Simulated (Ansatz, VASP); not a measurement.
Pb in VASP and in Ansatz

Contents of INCAR:

```
SYSTEM = Pb
PREC = Accurate ; ENCUT = 520
EDIFF = 1E-6 ; ISMEAR = -1
SIGMA = 0.05 ; LREAL = .FALSE.
LASPH = .TRUE. ; NELM = 60
ALGO = Normal ; ISIF = 2
LWAVE = .FALSE. ; LCHARG = .FALSE.
GGA = PE ; NBANDS = 21
```

The input KPOINTS:

```
Automatic mesh
0
G
  8 8 8
  0 0 0
```

The input POSCAR:

```
Pb
1.0
    0.0000000000      3.4390000555      3.4733900561
    3.4390000555      0.0000000000      3.4733900561
    3.4390000555      3.4390000555      0.0000000000
Pb
2
Direct
    0.0000000000      0.0000000000      0.0000000000
    0.2500000000      0.2500000000      0.2500000000
```

Input for Ansatz:

```yaml
crystal:
  lattice:
    - [0.0, 3.4390000555, 3.4733900561]
    - [3.4390000555, 0.0, 3.4733900561]
    - [3.4390000555, 3.4390000555, 0.0]
  atoms:
    - { symbol: Pb, position: [0.0, 0.0, 0.0] }
    - { symbol: Pb, position: [0.25, 0.25, 0.25] }
kpoints:
  mp_grid: { grid: [8, 8, 8] }
  band_path:
    path:
      - [0.0, 0.0, 0.0]
      - [0.0, 0.5, 0.5]
      - [0.25, 0.75, 0.5]
      - [0.0, 0.5, 0.0]
      - [0.0, 0.0, 0.0]
      - [0.5, 0.5, 0.0]
      - [0.3725370062, 0.6274629938, 0.0]
      - [-0.3725370062, 0.3725370062, 0.0]
      - [0.0, 0.0, 0.0]
    npoints: 5
scf:
  occupations: { method: fermi_dirac, width: 0.05 }
hamiltonian:
  xc: pbe
  pseudopotentials: { kind: all_electron, lapw: { basis_error: 0.00025 } }
output:
  forces: true
  stress: true
  eigenvalues: true
```

Change from the starting cell: zz strain of +1 %.

Alike in both runs: task single point; functional PBE; k mesh 8 × 8 × 8; occupations fermi-dirac, width 0.05 eV; no spin polarisation.

|  | VASP | Ansatz |
| --- | --- | --- |
| version | VASP 6.6.1 | Ansatz 0.2.0 |
| potentials or method | VASP PAW PBE potentials, release 64 (Pb_d), cutoff 520 eV | all-electron LAPW, scalar-relativistic |

|  | VASP | Ansatz | Ansatz less VASP |
| --- | --- | --- | --- |
| pressure (GPa) | 2.0 | 2.0 | +0.06 |

Ansatz ran all-electron here, and VASP with PAW potentials.

Spin-orbit coupling is off throughout.
